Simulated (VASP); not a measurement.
Input of a VASP 6.6.1 run:

INCAR

```
  ALGO = Normal
  EDIFF = 1E-6
  EDIFFG = -0.01
  ENCUT = 600
  GGA = RE
  IBRION = 2
  ISIF = 3
  ISMEAR = -1
  IVDW = 13
  LASPH = True
  LCHARG = False
  LREAL = False
  LWAVE = False
  NELM = 100
  NSW = 60
  PREC = Accurate
  SIGMA = 0.05
```

Contents of KPOINTS:

```
k-points
0
Gamma
  13 13 13
```

Contents of POSCAR:

```
Cu
1.0
   -1.4427933200      1.4427933200      1.3760814500
    1.4427933200     -1.4427933200      1.3760814500
    1.4427933200      1.4427933200     -1.3760814500
Cu
1
Direct
    0.0000000000      0.0000000000      0.0000000000
```

Potentials or basis: VASP PAW PBE potentials, release 64 (Cu).

Command:

```sh
$ cat potpaw_PBE.64/Cu/POTCAR > POTCAR
$ mpirun -np 1 vasp_std > vasp.out
```

(1) Predict the relaxed cell.

(2) Predict the relaxed volume.

(3) What does it give for the dispersion energy per atom?

Results:

(1) a = 2.451 Å, b = 2.451 Å, c = 2.451 Å, α = 108.21°, β = 108.21°, γ = 112.02°.

(2) 11.32 Å³/atom.

(3) -1.020 eV.

Caveat: the PAW data sets were made with another functional, which shifts forces and pressure a little; pairwise dispersion overbinds metals, which lowers pressure and volume.
